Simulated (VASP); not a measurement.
Wanted: the native input for a VASP 6.6.1 run.

```yaml
Task: single point
Functional: LDA
Potentials_or_basis: VASP PAW LDA potentials, release 64 (Fe)
Cutoff: 520 eV
k_mesh: 20 × 20 × 20
Occupations: gaussian, width 0.05 eV
Spin: collinear spin, ferromagnetic start
Starting_moments: "[2.5] μB"
Dipole_correction: no
Further_INCAR_settings: ALGO = Normal; EDIFF = 1e-07; NBANDS = 14
```

The structure of Fe lies in POSCAR:

```
Fe
1.0
   -1.4350000000      1.4350000000      1.4350000000
    1.4350000000     -1.4350000000      1.4350000000
    1.4350000000      1.4350000000     -1.4350000000
Fe
1
Direct
    0.0000000000      0.0000000000      0.0000000000
```

One way to write it, as run:

INCAR

```
  PREC = Accurate
  ENCUT = 520
  EDIFF = 1E-7
  ISMEAR = 0
  SIGMA = 0.05
  LREAL = False
  LASPH = True
  NELM = 150
  ALGO = Normal
  ISIF = 2
  LWAVE = False
  LCHARG = True
  ISPIN = 2
  MAGMOM = 2.5
  LORBIT = 11
  LMAXMIX = 4
  GGA = CA
  LELF = True
  LVHAR = True
  NBANDS = 14
```

KPOINTS

```
Automatic mesh
0
Gamma
  20 20 20
```

Potentials or basis: VASP PAW LDA potentials, release 64 (Fe).

Launch:

```sh
$ cat potpaw_LDA.64/Fe/POTCAR > POTCAR
$ mpirun -np 1 vasp_std > vasp.out
```

It gave:

- Pressure: -23.8 GPa
- Net moment: 2.20 μB per cell
- Site moments: Fe +2.18 μB
- Valence electrons inside the program's atomic spheres: Fe 7.20

Caveat: the cell stands under tension.

Wall time 61 s on 1 thread of Intel(R) Xeon(R) Platinum 8488C (Sapphire Rapids), with other jobs on the host, peak memory 0.17 GiB.
